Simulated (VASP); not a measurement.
# ZnSe (P4/nmm) in VASP: a series of runs

Runs on ZnSe. Level: PBEsol. Tasks: single point.

Program: VASP 6.6.1. These are calculated values, not measurements. Logs are shortened: lines on timing, memory, paths and dates and some standing lists are left out, and cuts for length are marked.

### 1 The cell of the first run

Symmetry: P4/nmm, No. 129, tetragonal system. The conventional cell has a = 4.026 Å, b = 4.026 Å, c = 5.529 Å, α = 90.00°, β = 90.00°, γ = 90.00°. Within 3.5 Å of Zn (site symmetry -4m2) lie 4 Se at 2.62 Å and 4 Zn at 2.85 Å. Within 3.6 Å of Se (site symmetry 4mm) lie 4 Zn at 2.62 Å and 4 Se at 3.58 Å.

### 2 Single point, PBEsol (atoms shifted along a free coordinate)

The input, INCAR:

```
  PREC = Accurate
  ENCUT = 520
  EDIFF = 1E-6
  ISMEAR = 0
  SIGMA = 0.05
  LREAL = F
  LASPH = T
  NELM = 100
  ALGO = Normal
  ISIF = 2
  LWAVE = F
  LCHARG = T
  GGA = PS
  LELF = T
  LVHAR = T
  NBANDS = 26
```

The input, KPOINTS:

```
Automatic mesh
0
Gamma
  8 8 6
```

The input, POSCAR:

```
ZnSe
1.0
    4.0261152320      0.0000000000      0.0000000000
    0.0000000000      4.0261152320      0.0000000000
    0.0000000000      0.0000000000      5.5286396999
Zn Se
2 2
Direct
    0.0000000000      0.0000000000      0.0000000000
    0.5000000000      0.5000000000      0.0000000000
    0.0000000000      0.5000000000      0.3043429689
    0.5000000000      0.0000000000      0.6956570311
```

Potentials or basis: VASP PAW PBE potentials, release 64 (Zn, Se).

Launch:

```sh
$ cat potpaw_PBE.64/Zn/POTCAR potpaw_PBE.64/Se/POTCAR > POTCAR
$ mpirun -np 1 vasp_std > vasp.out
```

OUTCAR:

```text
PREC = Accurate
   ENCUT = 520
   EDIFF = 1E-6
   ISMEAR = 0
   LREAL = F
   LASPH = T
   NELM = 100
   ISIF = 2
   GGA = PS

 ion  position               nearest neighbor table
   1  0.000  0.000  0.000-   3 2.62   4 2.62   3 2.62   4 2.62   2 2.85   2 2.85   2 2.85   2 2.85

   2  0.500  0.500  0.000-   3 2.62   4 2.62   4 2.62   3 2.62   1 2.85   1 2.85   1 2.85   1 2.85

   3  0.000  0.500  0.304-   1 2.62   2 2.62   1 2.62   2 2.62
   4  0.500  0.000  0.696-   1 2.62   2 2.62   2 2.62   1 2.62

  LATTYP: Found a simple tetragonal cell.
 ALAT       =     4.0261152320
 C/A-ratio  =     1.3731946011

  Lattice vectors:

 A1 = (   4.0261152320,   0.0000000000,   0.0000000000)
 A2 = (   0.0000000000,   4.0261152320,   0.0000000000)
 A3 = (   0.0000000000,   0.0000000000,   5.5286396999)

Analysis of symmetry for initial positions (statically):
=====================================================================
 Subroutine PRICEL returns:
 Original cell was already a primitive cell.

 Routine SETGRP: Setting up the symmetry group for a
 simple tetragonal supercell.

 Subroutine GETGRP returns: Found 16 space group operations
 (whereof  8 operations were pure point group operations)
 out of a pool of 16 trial point group operations.

The static configuration has the point symmetry D_2d.
 The point group associated with its full space group is D_4h.

Analysis of symmetry for dynamics (positions and initial velocities):
=====================================================================
 Subroutine PRICEL returns:
 Original cell was already a primitive cell.

 Routine SETGRP: Setting up the symmetry group for a
 simple tetragonal supercell.

 Subroutine GETGRP returns: Found 16 space group operations
 (whereof  8 operations were pure point group operations)
 out of a pool of 16 trial point group operations.

The dynamic configuration has the point symmetry D_2d.
 The point group associated with its full space group is D_4h.

 Subroutine INISYM returns: Found 16 space group operations
 (whereof  8 operations are pure point group operations),
 and found     1 'primitive' translations

----------------------------------------------------------------------------------------

                                     Primitive cell

  volume of cell :      89.6171

  direct lattice vectors                    reciprocal lattice vectors
     4.026115232  0.000000000  0.000000000     0.248378385  0.000000000  0.000000000
     0.000000000  4.026115232  0.000000000     0.000000000  0.248378385  0.000000000
     0.000000000  0.000000000  5.528639700     0.000000000  0.000000000  0.180876319

  length of vectors
     4.026115232  4.026115232  5.528639700     0.248378385  0.248378385  0.180876319

  position of ions in fractional coordinates (direct lattice)
     0.000000000  0.000000000  0.000000000
     0.500000000  0.500000000  0.000000000
     0.000000000  0.500000000  0.304342969
     0.500000000  0.000000000  0.695657031

  ion indices of the primitive-cell ions
   primitive index   ion index
                 1           1
                 2           2
                 3           3
                 4           4

----------------------------------------------------------------------------------------

 KPOINTS: Automatic mesh

Automatic generation of k-mesh.
 Grid dimensions read from file:
 generate k-points for:    8    8    6

 Generating k-lattice:

  Cartesian coordinates                     Fractional coordinates (reciprocal lattice)
     0.031047298  0.000000000  0.000000000     0.125000000  0.000000000  0.000000000
     0.000000000  0.031047298  0.000000000     0.000000000  0.125000000  0.000000000
     0.000000000  0.000000000  0.030146053     0.000000000  0.000000000  0.166666667

  Length of vectors
     0.031047298  0.031047298  0.030146053

  Shift w.r.t. Gamma in fractional coordinates (k-lattice)
     0.000000000  0.000000000  0.000000000

 Subroutine IBZKPT returns following result:
 ===========================================

 Found     60 irreducible k-points:

 Following reciprocal coordinates:
            Coordinates               Weight
  0.000000  0.000000  0.000000      1.000000
  0.125000  0.000000  0.000000      4.000000
  0.250000  0.000000  0.000000      4.000000
  0.375000  0.000000  0.000000      4.000000
  0.500000  0.000000  0.000000      2.000000
  0.125000  0.125000  0.000000      4.000000
[... 16 lines left out ...]
  0.375000  0.125000  0.166667     16.000000
  0.500000  0.125000  0.166667      8.000000
 [... further k-points ...]
   k-points           NKPTS =     60   k-points in BZ     NKDIM =     60   number of bands    NBANDS=     26
   number of dos      NEDOS =    301   number of ions     NIONS =      4
   total plane-waves  NPLWV =  37800
   dimension x,y,z NGX =    30 NGY =   30 NGZ =   42
   dimension x,y,z NGXF=    60 NGYF=   60 NGZF=   84
   ions per type =               2   2
   NGX,Y,Z   is equivalent  to a cutoff of  12.39, 12.39, 12.63 a.u.
   NGXF,Y,Z  is equivalent  to a cutoff of  24.78, 24.78, 25.26 a.u.
 SYSTEM =  unknown system
   PREC   = accura    normal or accurate (medium, high low for compatibility)
   ISTART =      0    job   : 0-new  1-cont  2-samecut
   ICHARG =      2    charge: 1-file 2-atom 10-const
   ISPIN  =      1    spin polarized calculation?
   LNONCOLLINEAR =      F non collinear calculations
   LSORBIT =      F    spin-orbit coupling
   LASPH  =      T    aspherical Exc in radial PAW
   ENCUT  =  520.0 eV  38.22 Ry    6.18 a.u.   7.49  7.49 10.28*2*pi/ulx,y,z
   NELM   =    100;   NELMIN=  2; NELMDL= -5     # of ELM steps
   EDIFF  = 0.1E-05   stopping-criterion for ELM
   LREAL  =      F    real-space projection
   EDIFFG = 0.1E-04   stopping-criterion for IOM
   NSW    =      0    number of steps for IOM
   IBRION =     -1    ionic relax: 0-MD 1-quasi-New 2-CG
   NFREE  =      0    steps in history (QN), initial steepest desc. (CG)
   ISIF   =      2    stress and relaxation
   ISYM   =      2    0-nonsym 1-usesym 2-fastsym
   POTIM  = 0.5000    time-step for ionic-motion
   TEBEG  =    0.0;   TEEND  =   0.0 temperature during run
   PSTRESS=    0.0 pullay stress
   NELECT =      36.0000    total number of electrons
   NUPDOWN=      -1.0000    fix difference up-down
   EMIN   =  10.00;   EMAX   =-10.00  energy-range for DOS
   EFERMI =   0.00;   METHOD = LEGACY
   ISMEAR =     0;   SIGMA  =   0.05  broadening in eV -4-tet -1-fermi 0-gaus
   EFERMI_NEDOS =   21; number of points for ismear=-14 and -15
   IALGO  =     38    algorithm
   IMIX   =      4    mixing-type and parameters
     AMIX     =   0.40;   BMIX     =  1.00
     AMIX_MAG =   1.60;   BMIX_MAG =  1.00
  volume/ion in A,a.u.               =      22.40       151.19
  Fermi-wavevector in a.u.,A,eV,Ry     =   1.207940  2.282676 19.852526  1.459120
  Thomas-Fermi vector in A             =   2.343563
   LORBIT       =      0    0 simple, 1 ext, 2 COOP (PROOUT), +10 PAW based schemes
   GGA     = PS    functional components
   LHFCALC =     F    Hartree Fock is set to
   AEXX    =    0.0000 exact exchange contribution
   IVDW    =     0    specifies the selected vdW correction
   LEPSILON=     F    determine dielectric tensor
   LRPA    =     F    only Hartree local field effects (RPA)
 non-spin polarized calculation
 Gauss-broadening in eV      SIGMA  =   0.05
  energy-cutoff  :      520.00
  volume of cell :       89.62
 maximum number of plane-waves:      2437
 NGX is ok and might be reduce to    30
   NGX = 15   NGY = 15   NGZ = 21

 number of electron      36.0000057 magnetization

 Free energy of the ion-electron system (eV)
  ---------------------------------------------------
  ext. energy  EPLUGINS =         0.00000000
  ---------------------------------------------------
  free energy    TOTEN  =       -12.54460458 eV

  energy without entropy =      -12.54460458  energy(sigma->0) =      -12.54460458

 E-fermi :   2.1740     XC(G=0):  -9.7368

 val. band max:        1.9110706464   @ k =   0.0000   0.0000   0.0000
 cond. band min:       2.8709902393   @ k =   0.0000   0.0000   0.0000
 fundamental gap:      0.9599195929
 Fermi energy:         2.1740380021

 k-point     1 :       0.0000    0.0000    0.0000
  band No.  band energies     occupation
      1     -11.4792      2.00000
      2     -10.2145      2.00000
      3      -5.3358      2.00000
      4      -5.2806      2.00000
      5      -5.1334      2.00000
      6      -5.0775      2.00000
[... 18 lines left out ...]
     25      11.3192      0.00000
     26      11.7024      0.00000

 k-point     2 :       0.1250    0.0000    0.0000
  band No.  band energies     occupation
      1     -11.4067      2.00000
      2     -10.2238      2.00000
      3      -5.2819      2.00000
      4      -5.2589      2.00000
      5      -5.1154      2.00000
      6      -5.0717      2.00000
[... 18 lines left out ...]
     25      11.1995      0.00000
     26      11.5977      0.00000

 k-point     3 :       0.2500    0.0000    0.0000
  band No.  band energies     occupation
      1     -11.2044      2.00000
      2     -10.2708      2.00000
      3      -5.1938      2.00000
      4      -5.1481      2.00000
      5      -5.0642      2.00000
      6      -5.0403      2.00000
[... 18 lines left out ...]
     25       9.9099      0.00000
     26      10.7531      0.00000

 k-point     4 :       0.3750    0.0000    0.0000
  band No.  band energies     occupation
      1     -10.9191      2.00000
      2     -10.3970      2.00000
      3      -5.0881      2.00000
      4      -5.0301      2.00000
      5      -4.9905      2.00000
      6      -4.9281      2.00000
[... 18 lines left out ...]
     25       9.8853      0.00000
     26      10.1293      0.00000

 k-point     5 :       0.5000    0.0000    0.0000
  band No.  band energies     occupation
      1     -10.6245      2.00000
      2     -10.6245      2.00000
      3      -4.9550      2.00000
      4      -4.9550      2.00000
      5      -4.9535      2.00000
      6      -4.9535      2.00000
[... 18 lines left out ...]
     25       9.6206      0.00000
     26       9.6206      0.00000

 k-point     6 :       0.1250    0.1250    0.0000
  band No.  band energies     occupation
      1     -11.3360      2.00000
      2     -10.2295      2.00000
      3      -5.2827      2.00000
      4      -5.1973      2.00000
      5      -5.0979      2.00000
      6      -5.0771      2.00000
[... 427 lines left out ...]
 k-point    21 :       0.1250    0.1250    0.1667
  band No.  band energies     occupation
      1     -11.2719      2.00000
      2     -10.3146      2.00000
      3      -5.2813      2.00000
      4      -5.2058      2.00000
      5      -5.1101      2.00000
      6      -5.0684      2.00000
[... 18 lines left out ...]
     25       9.5975      0.00000
     26      10.5703      0.00000

 k-point    22 :       0.2500    0.1250    0.1667
  band No.  band energies     occupation
      1     -11.0855      2.00000
      2     -10.3274      2.00000
      3      -5.2436      2.00000
      4      -5.1232      2.00000
      5      -5.0345      2.00000
      6      -5.0090      2.00000
[... 18 lines left out ...]
     25       8.8078      0.00000
     26      10.8868      0.00000

 k-point    23 :       0.3750    0.1250    0.1667
  band No.  band energies     occupation
      1     -10.8292      2.00000
      2     -10.4036      2.00000
      3      -5.1598      2.00000
      4      -5.0338      2.00000
      5      -4.9686      2.00000
      6      -4.8906      2.00000
[... 18 lines left out ...]
     25      10.5922      0.00000
     26      10.7763      0.00000

 k-point    24 :       0.5000    0.1250    0.1667
  band No.  band energies     occupation
      1     -10.5782      2.00000
      2     -10.5782      2.00000
      3      -5.0270      2.00000
      4      -5.0270      2.00000
      5      -4.9290      2.00000
      6      -4.9290      2.00000
[... 18 lines left out ...]
     25      10.5237      0.00000
     26      10.5237      0.00000

 [... further k-points ...]

------------------------ aborting loop because EDIFF is reached ----------------------------------------

  FORCE on cell =-STRESS in cart. coord.  units (eV):
  Direction    XX          YY          ZZ          XY          YZ          ZX
  --------------------------------------------------------------------------------------
  -------------------------------------------------------------------------------------
  Total       -2.1985557     -2.1985557     -5.1516287      0.0000000      0.0000000      0.0000000
  in kB      -39.3058657    -39.3058657    -92.1010219      0.0000000      0.0000000      0.0000000
  external PRESSURE =     -56.9042511 kB  Pullay stress =       0.0000000 kB

 VOLUME and BASIS-vectors are now :
 -----------------------------------------------------------------------------
  energy-cutoff  :      520.00
  volume of cell :       89.62
      direct lattice vectors                 reciprocal lattice vectors
     4.026115232  0.000000000  0.000000000     0.248378385  0.000000000  0.000000000
     0.000000000  4.026115232  0.000000000     0.000000000  0.248378385  0.000000000
     0.000000000  0.000000000  5.528639700     0.000000000  0.000000000  0.180876319

 POSITION                                       TOTAL-FORCE (eV/Angst)
 -----------------------------------------------------------------------------------
      0.00000      0.00000      0.00000         0.000000      0.000000      0.000000
      2.01306      2.01306      0.00000         0.000000     -0.000000      0.000000
      0.00000      2.01306      1.68260         0.000000      0.000000     -1.703857
      2.01306      0.00000      3.84604         0.000000      0.000000      1.703857
 -----------------------------------------------------------------------------------
    total drift:                                0.000000      0.000000      0.000000

  FREE ENERGIE OF THE ION-ELECTRON SYSTEM (eV)
  ---------------------------------------------------
  free  energy   TOTEN  =       -12.5446045759 eV

  energy  without entropy=      -12.5446045759  energy(sigma->0) =      -12.54460458
```

Wall time 2.5 min (1 thread of AMD EPYC 7R13, shared host); peak memory 0.23 GiB.

What came out:

```
Free energy            : -12.5446 eV
Pressure               : -5.7 GPa
Largest force          : 1.704 eV/Å
Band gap on the k mesh : 0.96 eV
```

Forces in eV/Å, atoms in the order of the input:
```
Zn   0.000  0.000  0.000
Zn   0.000  0.000  0.000
Se   0.000  0.000 -1.704
Se   0.000  0.000  1.704
```

Stress tensor (GPa, compression positive):
```
-3.93  0.00  0.00
 0.00 -3.93  0.00
 0.00  0.00 -9.21
```

Caveat: the cell differs from its parent crystal (atoms shifted along a free coordinate); the cell stands under tension; the PAW data sets were made with another functional, which shifts forces and pressure a little. A k mesh can miss the band edges.

### 3 Single point, PBEsol

The input, INCAR:

```
ALGO     = Normal         # electronic algorithm
EDIFF    = 1E-6           # SCF threshold, eV
ENCUT    = 520            # plane-wave cutoff, eV
GGA      = PS             # functional
ISIF     = 2              # what is computed and relaxed
ISMEAR   = 0              # smearing method
LASPH    = T              # aspherical terms in the spheres
LCHARG   = F              # write CHGCAR
LREAL    = F              # projectors in reciprocal space
LWAVE    = F              # write WAVECAR
NBANDS   = 26             # bands
NELM     = 100            # most SCF steps
PREC     = Accurate       # precision mode
SIGMA    = 0.05           # smearing width, eV
```

The input, KPOINTS:

```
k-points
0
Gamma
  8 8 6
```

Edit POSCAR of step 2 so:

```diff
@@ -10,3 +10,3 @@
     0.5000000000      0.5000000000      0.0000000000
-    0.0000000000      0.5000000000      0.3043429689
-    0.5000000000      0.0000000000      0.6956570311
+    0.0000000000      0.5000000000      0.2681677050
+    0.5000000000      0.0000000000      0.7318322950
```

Potentials or basis: VASP PAW PBE potentials, release 64 (Zn, Se).

Launch:

```sh
$ cat potpaw_PBE.64/Zn/POTCAR potpaw_PBE.64/Se/POTCAR > POTCAR
$ mpirun -np 1 vasp_std > vasp.out
```

It took 2.6 min on 1 thread of AMD EPYC 7R13, shared host; peak memory 0.23 GiB.

It converged, with:

```
Free energy            : -12.8933 eV
Pressure               : 0.3 GPa
Largest force          : 0.056 eV/Å
Band gap on the k mesh : 1.72 eV
```

Forces on the atoms (eV/Å):
```
Zn   0.000  0.000  0.000
Zn   0.000  0.000  0.000
Se   0.000  0.000  0.056
Se   0.000  0.000 -0.056
```

Levels at points of the mesh, in eV from the valence-band top:
```csv
k point,band 16,band 17,band 18,band 19,band 20,band 21
"(0.00, 0.00, 0.00)",-0.07,0.00,0.00,1.72,1.79,2.65
"(0.50, 0.00, 0.00)",-2.07,-0.99,-0.99,3.59,3.59,5.58
"(0.50, 0.50, 0.00)",-2.45,-2.17,-2.17,2.84,2.84,3.16
"(0.00, 0.00, 0.50)",-1.55,-0.62,-0.62,2.04,3.31,4.14
"(0.50, 0.00, 0.50)",-0.93,-0.74,-0.74,2.38,2.38,5.82
"(0.50, 0.50, 0.50)",-3.07,-2.90,-2.90,4.83,4.83,5.20
```

Caveat: the PAW data sets were made with another functional, which shifts forces and pressure a little.

(Part 1 of 2 ends here.)
